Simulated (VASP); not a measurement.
PbO, 4 atoms in the cell. It takes space group P4/nmm (No. 129, tetragonal). The conventional cell has a = 3.973 Å, b = 3.973 Å, c = 4.897 Å, α = 90.00°, β = 90.00°, γ = 90.00°. Pb (site symmetry 4mm) has 4 O at 2.31 Å within 3.1 Å. O (site symmetry -4m2) has 4 Pb at 2.31 Å and 4 O at 2.81 Å within 3.1 Å. 

* Program: VASP 6.6.1
* Task: single point
* Functional: r2SCAN
* Potentials or basis: VASP PAW PBE potentials, release 64 (Pb_d, O)
* Cutoff: 660 eV
* k mesh: 7 × 7 × 6
* Occupations: fermi-dirac, width 0.05 eV
* Spin: no spin polarisation
* Dipole correction: no
* Further INCAR settings: ALGO = Normal; EDIFF = 1e-06; NBANDS = 28

Potentials or basis: VASP PAW PBE potentials, release 64 (Pb_d, O).

Launch:

```console
$ cat potpaw_PBE.64/Pb_d/POTCAR potpaw_PBE.64/O/POTCAR > POTCAR
$ cp INCAR.step1 INCAR
$ mpirun -np 1 vasp_std > vasp.out
$ cp INCAR.step2 INCAR
$ mpirun -np 1 vasp_std > vasp.out
```

Hardware: 1 thread of Intel(R) Xeon(R) Platinum 8259CL CPU @ 2.50GHz (Skylake/Cascade Lake), on a shared host.

Q: How long does it take, and how much memory?

A: Run time: 4.8 min on 1 thread of Intel(R) Xeon(R) Platinum 8259CL CPU @ 2.50GHz (Skylake/Cascade Lake) (shared host), peak memory 0.3 GiB. Counts: k points 40.
